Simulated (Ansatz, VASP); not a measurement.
**Sb in VASP and in Ansatz**

Contents of INCAR:

```
SYSTEM = Sb
PREC = Accurate ; ENCUT = 520
EDIFF = 1E-7 ; ISMEAR = -1
SIGMA = 0.05 ; LREAL = .False.
LASPH = .True. ; NELM = 100
ALGO = Normal ; ISIF = 2
LWAVE = .False. ; LCHARG = .False.
GGA = PS ; NBANDS = 18
```

Contents of KPOINTS:

```
regular mesh
0
Gamma
  6 6 4
  0 0 0
```

The input POSCAR:

```
Sb
1.0
    4.5277000000      0.0000000000      0.0000000000
    0.0000000000      4.4211000000      0.0000000000
   -1.3205190000      0.0000000000      6.3643480000
Sb
4
Direct
    0.3400300000      0.2468980000      0.6890660000
    0.9385740000      0.7487980000      0.7605490000
    0.0766930000      0.2526260000      0.2349570000
    0.6486240000      0.7511720000      0.3096560000
```

Contents of input.yaml:

```yaml
crystal:
  lattice:
    - [4.5277, 0.0, 0.0]
    - [0.0, 4.4211, 0.0]
    - [-1.320519, 0.0, 6.364348]
  atoms:
    - { symbol: Sb, position: [0.34003, 0.246898, 0.689066] }
    - { symbol: Sb, position: [0.938574, 0.748798, 0.760549] }
    - { symbol: Sb, position: [0.076693, 0.252626, 0.234957] }
    - { symbol: Sb, position: [0.648624, 0.751172, 0.309656] }
hamiltonian:
  xc: pbesol
  pseudopotentials: { kind: paw }
kpoints:
  mp_grid: { grid: [6, 6, 4] }
scf:
  occupations: { method: fermi_dirac, width: 0.05 }
output:
  forces: true
  stress: true
  eigenvalues: true
```

Change from the starting cell: atoms moved at random, drawn with an rms of 0.05 Å.

Alike in both runs: task single point; functional PBEsol; k mesh 6 × 6 × 4; occupations fermi-dirac, width 0.05 eV; no spin polarisation.

|  | VASP | Ansatz |
| --- | --- | --- |
| version | VASP 6.6.1 | Ansatz 0.2.0 |
| potentials or method | VASP PAW PBE potentials, release 64 (Sb) | Ansatz PAW |
| plane-wave cutoff (eV) | 520 | 420 |
| valence electrons in the cell | 20 | 60 |

```tsv
	VASP	Ansatz	Ansatz less VASP
gap on the k mesh at the Fermi level (eV)	none	none	-
pressure (GPa)	-2.9	-3.0	-0.10
traceless stress, the component that is largest in VASP (GPa)	0.12	0.09	-0.025
rms of the force components (eV/Å)	0.126	0.143	+0.0163
```

VASP's potentials were made for PBE, not for PBEsol. Atom by atom the forces differ by 0.022 eV/Å (rms over components). A gap of «none» marks a metal or a gap that the smearing closes. VASP's potentials hold 20 valence electrons a cell and Ansatz's 60, so a difference there can come from the potentials and not from the codes.

Spin-orbit coupling is off throughout.
